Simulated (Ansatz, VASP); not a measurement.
**Sn: VASP beside Ansatz**

```
Sn
1.0
     4.38091    0.00000    0.00000
     0.55652    4.34541    0.00000
     0.00000    0.00000   26.68080
Sn
10
Direct
  0.82311 0.82311 0.29944
  0.26813 0.26813 0.29916
  0.54489 0.54489 0.38919
  0.04578 0.04578 0.40520
  0.32190 0.32190 0.50012
  0.76916 0.76916 0.49988
  0.04528 0.04528 0.59480
  0.54617 0.54617 0.61081
  0.82293 0.82293 0.70084
  0.26796 0.26796 0.70056
```

Alike in both runs: functional LDA; k mesh 8 × 8 × 1; occupations gaussian, width 0.1 eV; no spin polarisation.

Ansatz relaxed the structure, and its values are those at the end. VASP's run is a single point on that final structure, the one shown.

```csv
,VASP,Ansatz
version,VASP 6.6.1,Ansatz 0.2.0
potentials or method,"VASP PAW LDA potentials, release 64 (Sn_d), cutoff 520 eV","scalar-relativistic, plane waves, PAW"
valence electrons in the cell,140,140
```

Ansatz gave:

- gap on the k mesh at the Fermi level (eV): none
- rms of the force components (eV/Å): 0.007

Task: Estimate VASP's values.

Result: gap on the k mesh at the Fermi level (eV): none; rms of the force components (eV/Å): 0.010.

LDA's correlation is that of Perdew and Zunger in VASP and of Perdew and Wang (1992) in Ansatz. A gap of «none» marks a metal or a gap that the smearing closes. Ansatz's warnings: xc potential rough in thin density.
